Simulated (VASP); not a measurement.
# C in VASP: further runs

The runs below take C through single point, with PBE.

Everything below comes from runs of VASP 6.6.1. Logs are shortened: lines on timing, memory, paths and dates and some standing lists are left out, and cuts for length are marked.

## 1. The cell of the first run

The cell holds a slab with vacuum, 18 atoms: a = 7.398 Å, b = 7.398 Å, c = 12.000 Å, α = 90.00°, β = 90.00°, γ = 120.00°.

## 2. Single point, PBE

File INCAR:

```
SYSTEM = C
PREC = Accurate
ENCUT = 520
EDIFF = 1E-6
ISMEAR = -1
SIGMA = 0.05
LREAL = Auto
LASPH = .TRUE.
NELM = 100
ALGO = Normal
ISIF = 2
LWAVE = .FALSE.
LCHARG = .FALSE.
GGA = PE
NBANDS = 51
```

File KPOINTS:

```
Automatic mesh
0
G
  2 2 1
  0 0 0
```

File POSCAR:

```
C
1.0
    7.3980000363      0.0000000000      0.0000000000
   -3.6990000181      6.4068559686      0.0000000000
    0.0000000000      0.0000000000     12.0000000000
C
18
Direct
    0.0000000000      0.0000000000      0.0833333333
    0.2222222222      0.1111111111      0.0833333333
    0.0000000000      0.3333333333      0.0833333333
    0.2222222222      0.4444444444      0.0833333333
    0.0000000000      0.6666666667      0.0833333333
    0.2222222222      0.7777777778      0.0833333333
    0.3333333333      0.0000000000      0.0833333333
    0.5555555556      0.1111111111      0.0833333333
    0.3333333333      0.3333333333      0.0833333333
    0.5555555556      0.4444444444      0.0833333333
    0.3333333333      0.6666666667      0.0833333333
    0.5555555556      0.7777777778      0.0833333333
    0.6666666667      0.0000000000      0.0833333333
    0.8888888889      0.1111111111      0.0833333333
    0.6666666667      0.3333333333      0.0833333333
    0.8888888889      0.4444444444      0.0833333333
    0.6666666667      0.6666666667      0.0833333333
    0.8888888889      0.7777777778      0.0833333333
```

Potentials or basis: VASP PAW PBE potentials, release 64 (C).

The run is started by

```sh
> cat potpaw_PBE.64/C/POTCAR > POTCAR
> mpirun -np 1 vasp_std > vasp.out
```

OUTCAR:

```text
SYSTEM = C
   PREC = Accurate
   ENCUT = 520
   EDIFF = 1E-6
   ISMEAR = -1
   LREAL = Auto
   LASPH = .TRUE.
   NELM = 100
   ISIF = 2
   GGA = PE

 ion  position               nearest neighbor table
   1  0.000  0.000  0.083-  18 1.42  14 1.42   2 1.42
   2  0.222  0.111  0.083-   9 1.42   7 1.42   1 1.42
   3  0.000  0.333  0.083-  14 1.42  16 1.42   4 1.42
   4  0.222  0.444  0.083-   9 1.42   3 1.42  11 1.42
   5  0.000  0.667  0.083-  18 1.42   6 1.42  16 1.42
   6  0.222  0.778  0.083-   7 1.42  11 1.42   5 1.42
[... 10 lines left out ...]
  17  0.667  0.667  0.083-  12 1.42  18 1.42  10 1.42
  18  0.889  0.778  0.083-   1 1.42   5 1.42  17 1.42

  LATTYP: Found a hexagonal cell.
 ALAT       =     7.3980000363
 C/A-ratio  =     1.6220600083

  Lattice vectors:

 A1 = (   7.3980000363,   0.0000000000,   0.0000000000)
 A2 = (  -3.6990000181,   6.4068559686,   0.0000000000)
 A3 = (   0.0000000000,   0.0000000000,  12.0000000000)

Analysis of symmetry for initial positions (statically):
=====================================================================
 Subroutine PRICEL returns following result:

  LATTYP: Found a hexagonal cell.
 ALAT       =     2.4660000119
 C/A-ratio  =     4.8661800253

  Lattice vectors:

 A1 = (   2.4660000119,   0.0000000000,   0.0000000000)
 A2 = (  -1.2330000059,   2.1356186560,   0.0000000000)
 A3 = (   0.0000000000,   0.0000000000,  12.0000000000)

   9 primitive cells build up your supercell.

 Routine SETGRP: Setting up the symmetry group for a
 hexagonal supercell.

 Subroutine GETGRP returns: Found 24 space group operations
 (whereof  6 operations were pure point group operations)
 out of a pool of 24 trial point group operations.

The static configuration has the point symmetry C_3v.
 The point group associated with its full space group is D_6h.

Analysis of symmetry for dynamics (positions and initial velocities):
=====================================================================
 Subroutine PRICEL returns following result:

  LATTYP: Found a hexagonal cell.
 ALAT       =     2.4660000119
 C/A-ratio  =     4.8661800253

  Lattice vectors:

 A1 = (   2.4660000119,   0.0000000000,   0.0000000000)
 A2 = (  -1.2330000059,   2.1356186560,   0.0000000000)
 A3 = (   0.0000000000,   0.0000000000,  12.0000000000)

   9 primitive cells build up your supercell.

 Routine SETGRP: Setting up the symmetry group for a
 hexagonal supercell.

 Subroutine GETGRP returns: Found 24 space group operations
 (whereof  6 operations were pure point group operations)
 out of a pool of 24 trial point group operations.

The dynamic configuration has the point symmetry C_3v.
 The point group associated with its full space group is D_6h.

 Subroutine INISYM returns: Found 24 space group operations
 (whereof  6 operations are pure point group operations),
 and found     9 'primitive' translations

----------------------------------------------------------------------------------------

                                     Primitive cell

  volume of cell :      63.1972

  direct lattice vectors                    reciprocal lattice vectors
     2.466000012  0.000000000  0.000000000     0.405515002  0.234124196  0.000000000
    -1.233000006  2.135618656  0.000000000     0.000000000  0.468248391  0.000000000
     0.000000000  0.000000000 12.000000000     0.000000000  0.000000000  0.083333333

  length of vectors
     2.466000012  2.466000012 12.000000000     0.468248391  0.468248391  0.083333333

  position of ions in fractional coordinates (direct lattice)
     0.000000000  0.000000000  0.083333333
     0.666666667  0.333333333  0.083333333

  ion indices of the primitive-cell ions
   primitive index   ion index
                 1           1
                 2          14

----------------------------------------------------------------------------------------

 KPOINTS: Automatic mesh

Automatic generation of k-mesh.
 Grid dimensions read from file:
 generate k-points for:    2    2    1

 Generating k-lattice:

  Cartesian coordinates                     Fractional coordinates (reciprocal lattice)
     0.067585834  0.039020699  0.000000000     0.500000000 -0.000000000  0.000000000
     0.000000000  0.078041399  0.000000000     0.000000000  0.500000000  0.000000000
     0.000000000  0.000000000  0.083333333     0.000000000  0.000000000  1.000000000

  Length of vectors
     0.078041399  0.078041399  0.083333333

  Shift w.r.t. Gamma in fractional coordinates (k-lattice)
     0.000000000  0.000000000  0.000000000

 Subroutine IBZKPT returns following result:
 ===========================================

 Found      2 irreducible k-points:

 Following reciprocal coordinates:
            Coordinates               Weight
  0.000000  0.000000  0.000000      1.000000
  0.500000  0.000000  0.000000      3.000000
   k-points           NKPTS =      2   k-points in BZ     NKDIM =      2   number of bands    NBANDS=     51
   number of dos      NEDOS =    301   number of ions     NIONS =     18
   total plane-waves  NPLWV = 282240
   dimension x,y,z NGX =    56 NGY =   56 NGZ =   90
   dimension x,y,z NGXF=   112 NGYF=  112 NGZF=  180
   ions per type =              18
   NGX,Y,Z   is equivalent  to a cutoff of  12.58, 12.58, 12.47 a.u.
   NGXF,Y,Z  is equivalent  to a cutoff of  25.17, 25.17, 24.94 a.u.
 SYSTEM =  C
   PREC   = accura    normal or accurate (medium, high low for compatibility)
   ISTART =      0    job   : 0-new  1-cont  2-samecut
   ICHARG =      2    charge: 1-file 2-atom 10-const
   ISPIN  =      1    spin polarized calculation?
   LNONCOLLINEAR =      F non collinear calculations
   LSORBIT =      F    spin-orbit coupling
   LASPH  =      T    aspherical Exc in radial PAW
   ENCUT  =  520.0 eV  38.22 Ry    6.18 a.u.  13.76 13.76 22.31*2*pi/ulx,y,z
   NELM   =    100;   NELMIN=  2; NELMDL= -5     # of ELM steps
   EDIFF  = 0.1E-05   stopping-criterion for ELM
   LREAL  =      T    real-space projection
   EDIFFG = 0.1E-04   stopping-criterion for IOM
   NSW    =      0    number of steps for IOM
   IBRION =     -1    ionic relax: 0-MD 1-quasi-New 2-CG
   NFREE  =      0    steps in history (QN), initial steepest desc. (CG)
   ISIF   =      2    stress and relaxation
   ISYM   =      2    0-nonsym 1-usesym 2-fastsym
   POTIM  = 0.5000    time-step for ionic-motion
   TEBEG  =    0.0;   TEEND  =   0.0 temperature during run
   PSTRESS=    0.0 pullay stress
   NELECT =      72.0000    total number of electrons
   NUPDOWN=      -1.0000    fix difference up-down
   EMIN   =  10.00;   EMAX   =-10.00  energy-range for DOS
   EFERMI =   0.00;   METHOD = LEGACY
   ISMEAR =    -1;   SIGMA  =   0.05  broadening in eV -4-tet -1-fermi 0-gaus
   EFERMI_NEDOS =   21; number of points for ismear=-14 and -15
   IALGO  =     38    algorithm
   IMIX   =      4    mixing-type and parameters
     AMIX     =   0.40;   BMIX     =  1.00
     AMIX_MAG =   1.60;   BMIX_MAG =  1.00
  volume/ion in A,a.u.               =      31.60       213.24
  Fermi-wavevector in a.u.,A,eV,Ry     =   0.822001  1.553356  9.193253  0.675685
  Thomas-Fermi vector in A             =   1.933259
   LORBIT       =      0    0 simple, 1 ext, 2 COOP (PROOUT), +10 PAW based schemes
   GGA     = PE    functional components
   LHFCALC =     F    Hartree Fock is set to
   AEXX    =    0.0000 exact exchange contribution
   IVDW    =     0    specifies the selected vdW correction
   LEPSILON=     F    determine dielectric tensor
   LRPA    =     F    only Hartree local field effects (RPA)
 non-spin polarized calculation
  energy-cutoff  :      520.00
  volume of cell :      568.78
 maximum number of plane-waves:     15363
 NGX is ok and might be reduce to    56
   NGX = 27   NGY = 27   NGZ = 45

 number of electron      72.0000001 magnetization

 Free energy of the ion-electron system (eV)
  ---------------------------------------------------
  ext. energy  EPLUGINS =         0.00000000
  ---------------------------------------------------
  free energy    TOTEN  =      -165.62817245 eV

  energy without entropy =     -165.55885773  energy(sigma->0) =     -165.59351509

 E-fermi :  -1.7401     XC(G=0):  -3.5706

 val. band max:       -1.7401429332   @ k =   0.0000   0.0000   0.0000
 cond. band min:      -1.7401423012   @ k =   0.0000   0.0000   0.0000
 fundamental gap:      0.0000006320
 Fermi energy:        -1.7401426891

 k-point     1 :       0.0000    0.0000    0.0000
  band No.  band energies     occupation
      1     -21.2625      2.00000
      2     -18.6781      2.00000
      3     -18.6781      2.00000
      4     -18.6781      2.00000
      5     -18.6781      2.00000
      6     -18.6781      2.00000
[... 40 lines left out ...]
     47       3.4689      0.00000
     48       5.0175      0.00000

 k-point     2 :       0.5000    0.0000    0.0000
  band No.  band energies     occupation
      1     -20.6081      2.00000
      2     -20.6081      2.00000
      3     -19.3157      2.00000
      4     -19.3157      2.00000
      5     -16.8317      2.00000
      6     -16.8317      2.00000
[... 40 lines left out ...]
     47       4.1406      0.00000
     48       4.3659      0.00000
 [bands above 48 left out]

------------------------ aborting loop because EDIFF is reached ----------------------------------------

  FORCE on cell =-STRESS in cart. coord.  units (eV):
  Direction    XX          YY          ZZ          XY          YZ          ZX
  --------------------------------------------------------------------------------------
  -------------------------------------------------------------------------------------
  Total        1.4757808      1.4757808     -0.0877449      0.0000000      0.0000000      0.0000000
  in kB        4.1571136      4.1571136     -0.2471680      0.0000000      0.0000000      0.0000000
  external PRESSURE =       2.6890198 kB  Pullay stress =       0.0000000 kB

 VOLUME and BASIS-vectors are now :
 -----------------------------------------------------------------------------
  energy-cutoff  :      520.00
  volume of cell :      568.78
      direct lattice vectors                 reciprocal lattice vectors
     7.398000036  0.000000000  0.000000000     0.135171667  0.078041399  0.000000000
    -3.699000018  6.406855969  0.000000000     0.000000000  0.156082797  0.000000000
     0.000000000  0.000000000 12.000000000     0.000000000  0.000000000  0.083333333

 POSITION                                       TOTAL-FORCE (eV/Angst)
 -----------------------------------------------------------------------------------
      0.00000      0.00000      1.00000        -0.000000      0.000000      0.000000
      1.23300      0.71187      1.00000         0.000000      0.000000      0.000000
     -1.23300      2.13562      1.00000         0.000000     -0.000000     -0.000000
      0.00000      2.84749      1.00000         0.000000      0.000000      0.000000
     -2.46600      4.27124      1.00000        -0.000000      0.000000      0.000000
     -1.23300      4.98311      1.00000         0.000000      0.000000      0.000000
[... 10 lines left out ...]
      2.46600      4.27124      1.00000        -0.000000     -0.000000      0.000000
      3.69900      4.98311      1.00000         0.000000     -0.000000      0.000000
 -----------------------------------------------------------------------------------
    total drift:                               -0.000000      0.000000     -0.000000

  FREE ENERGIE OF THE ION-ELECTRON SYSTEM (eV)
  ---------------------------------------------------
  free  energy   TOTEN  =      -165.6281724483 eV

  energy  without entropy=     -165.5588577302  energy(sigma->0) =     -165.59351509
```

Run time: 2.8 min. Hardware: 1 thread of Intel Xeon 8259CL, shared host; peak memory 0.55 GiB.

Results:

```yaml
Free_energy: -165.6282 eV
Band_gap_on_the_k_mesh: zero (filled and empty bands touch)
```

Caveat: the k points lie up to 0.49 Å⁻¹ apart; there is no dipole correction, which matters where the two faces differ.

## 3. Single point, PBE

File INCAR:

```
PREC = Accurate
ENCUT = 520
EDIFF = 1E-6
ISMEAR = -1
SIGMA = 0.05
LREAL = Auto
LASPH = True
NELM = 60
ALGO = Normal
ISIF = 2
LWAVE = False
LCHARG = False
GGA = PE
NBANDS = 51
```

File KPOINTS:

```
regular mesh
0
Gamma
  2 2 1
```

File POSCAR:

```
C
1.0
    7.3980000000      0.0000000000      0.0000000000
   -3.6990000000      6.4068560000      0.0000000000
    0.0000000000      0.0000000000     12.0000000000
C
18
Direct
    0.0040357402      0.0037459871      0.0844416667
    0.2238585345      0.1115991994      0.0829500000
    0.0038055613      0.3301307225      0.0837000000
    0.2173282460      0.4434156160      0.0846916667
    0.0004819136      0.6674412536      0.0835000000
    0.2261143685      0.7777761823      0.0826500000
    0.3303699720     -0.0013579203      0.0840666667
    0.5552842664      0.1112714255      0.0828000000
    0.3314149696      0.3289288849      0.0828750000
    0.5505860794      0.4445081956      0.0833166667
    0.3370722944      0.6714681897      0.0815083333
    0.5561230391      0.7778854402      0.0849333333
    0.6661194064     -0.0009052802      0.0831416667
    0.8906745603      0.1106002695      0.0827000000
    0.6676718635      0.3323158816      0.0840750000
    0.8875909589      0.4404968677      0.0825583333
    0.6592454398      0.6652873110      0.0828500000
    0.8922020892      0.7853774144      0.0832416667
```

Potentials or basis: VASP PAW PBE potentials, release 64 (C).

The run is started by

```sh
> cat potpaw_PBE.64/C/POTCAR > POTCAR
> mpirun -np 1 vasp_std > vasp.out
```

OUTCAR:

```text
PREC = Accurate
   ENCUT = 520
   EDIFF = 1E-6
   ISMEAR = -1
   LREAL = Auto
   LASPH = True
   NELM = 60
   ISIF = 2
   GGA = PE

 ion  position               nearest neighbor table
   1  0.004  0.004  0.084-  18 1.40   2 1.41  14 1.41
   2  0.224  0.112  0.083-   9 1.39   7 1.41   1 1.41
   3  0.004  0.330  0.084-   4 1.37  14 1.41  16 1.45
   4  0.217  0.443  0.085-   3 1.37  11 1.46   9 1.46
[... 427 lines left out ...]
  -------------------------------------------------------------------------------------
  Total        3.4671385      1.9178132     -0.1344797     -0.7215212      0.0575255      0.0285540
  in kB        9.7665514      5.4022707     -0.3788147     -2.0324466      0.1620432      0.0804336
  external PRESSURE =       4.9300024 kB  Pullay stress =       0.0000000 kB

 VOLUME and BASIS-vectors are now :
 -----------------------------------------------------------------------------
  energy-cutoff  :      520.00
  volume of cell :      568.78
      direct lattice vectors                 reciprocal lattice vectors
     7.398000000  0.000000000  0.000000000     0.135171668  0.078041398  0.000000000
    -3.699000000  6.406856000  0.000000000     0.000000000  0.156082796  0.000000000
     0.000000000  0.000000000 12.000000000     0.000000000  0.000000000  0.083333333

 POSITION                                       TOTAL-FORCE (eV/Angst)
 -----------------------------------------------------------------------------------
      0.01600      0.02400      1.01330        -0.434406     -0.706624     -0.240307
      1.24330      0.71500      0.99540        -0.277280     -0.496820      0.195510
     -1.19300      2.11510      1.00440        -2.885325      0.335177     -0.103133
     -0.03240      2.84090      1.01630         2.987638      1.120969     -0.389261
     -2.46530      4.27620      1.00200         0.104912     -0.382555     -0.156440
     -1.20420      4.98310      0.99180        -2.099937      0.398329      0.054866
[... 10 lines left out ...]
      2.41620      4.26240      0.99420         2.968717      0.599621      0.204450
      3.69540      5.03180      0.99890        -0.300402     -2.669807      0.099501
 -----------------------------------------------------------------------------------
    total drift:                               -0.003203      0.005030      0.017267

  FREE ENERGIE OF THE ION-ELECTRON SYSTEM (eV)
  ---------------------------------------------------
  free  energy   TOTEN  =      -165.1673464205 eV

  energy  without entropy=     -165.1032723910  energy(sigma->0) =     -165.13530941
```

OSZICAR:

```text
N       E                     dE             d eps       ncg     rms          rms(c)
DAV:   1     0.615409144927E+03    0.61541E+03   -0.28762E+04   408   0.111E+03
DAV:   2    -0.755218652925E+02   -0.69093E+03   -0.66522E+03   602   0.271E+02
DAV:   3    -0.173625490906E+03   -0.98104E+02   -0.97667E+02   464   0.106E+02
[... 15 lines left out ...]
DAV:  19    -0.165167326018E+03   -0.46415E-04   -0.25638E-06   366   0.417E-03    0.806E-04
DAV:  20    -0.165167341559E+03   -0.15541E-04   -0.65779E-07   315   0.201E-03    0.503E-04
DAV:  21    -0.165167345303E+03   -0.37442E-05   -0.20168E-07   270   0.988E-04    0.233E-04
DAV:  22    -0.165167346340E+03   -0.10374E-05   -0.44363E-08   272   0.610E-04    0.584E-05
DAV:  23    -0.165167346421E+03   -0.80380E-07   -0.56806E-09   344   0.282E-04
   1 F= -.16516735E+03 E0= -.16513531E+03  d E =-.640740E-01
```

It took 8.3 min on 1 thread of Intel Xeon 8259CL, shared host; peak memory 0.56 GiB.

Results:

```yaml
Free_energy: -165.1673 eV
Largest_force: 3.215 eV/Å
```

Forces on the atoms (eV/Å):
```
C   -0.434 -0.707 -0.240
C   -0.277 -0.497  0.196
C   -2.885  0.335 -0.103
C    2.988  1.121 -0.389
C    0.105 -0.383 -0.156
C   -2.100  0.398  0.055
C    1.502  0.300 -0.231
C   -0.176 -0.344  0.182
C   -1.034  1.718  0.166
C    1.670 -0.242 -0.038
C   -0.169 -2.353  0.483
C   -1.006  0.574 -0.429
C    0.564  0.658  0.043
C   -0.664 -0.125  0.196
C   -0.991  0.324 -0.248
C    0.239  1.292  0.209
C    2.969  0.600  0.204
C   -0.300 -2.670  0.100
```

Caveat: the k points lie up to 0.49 Å⁻¹ apart; there is no dipole correction, which matters where the two faces differ.
